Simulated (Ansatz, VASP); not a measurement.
C: VASP beside Ansatz

```xyz
8
Lattice="2.4471 0.0000 0.0000 -1.2235 2.1192 0.0000 0.0000 0.0000 7.8663" Properties=species:S:1:pos:R:3 pbc="T T T"
C     0.0000    0.0000    0.7310
C     0.0000    0.0000    4.6642
C     0.0000    0.0000    3.2021
C     0.0000    0.0000    7.1353
C     0.0000    1.4128    1.2232
C     1.2235    0.7064    5.1563
C     0.0000    1.4128    2.7100
C     1.2235    0.7064    6.6431
```

Change from the starting cell: strain -0.025 along x and y, -0.050 along z, atoms carried along.

Alike in both runs: task single point; functional r2SCAN; k mesh 12 × 12 × 4; occupations gaussian, width 0.05 eV; no spin polarisation.

|  | VASP | Ansatz |
| --- | --- | --- |
| version | VASP 6.6.1 | Ansatz 0.2.0 |
| potentials or method | VASP PAW PBE potentials, release 64 (C), cutoff 520 eV | scalar-relativistic, plane waves, PAW |
| valence electrons in the cell | 32 | 32 |

|  | VASP | Ansatz | Ansatz less VASP |
| --- | --- | --- | --- |
| gap on the k mesh at the Fermi level (eV) | 4.68 | 4.71 | +0.028 |
| least direct gap on the mesh (eV) | 5.44 | 5.49 | +0.054 |
| pressure (GPa) | 57.5 | 55.9 | -1.61 |
| traceless stress, the component that is largest in VASP (GPa) | 28.85 | 28.68 | -0.168 |
| rms of the force components (eV/Å) | 0.106 | 0.102 | -0.0039 |

VASP's potentials were made for PBE, not for r2SCAN. Atom by atom the forces differ by 0.004 eV/Å (rms over components). Both programs put the cell under a high pressure, so it lies far from rest at this level.
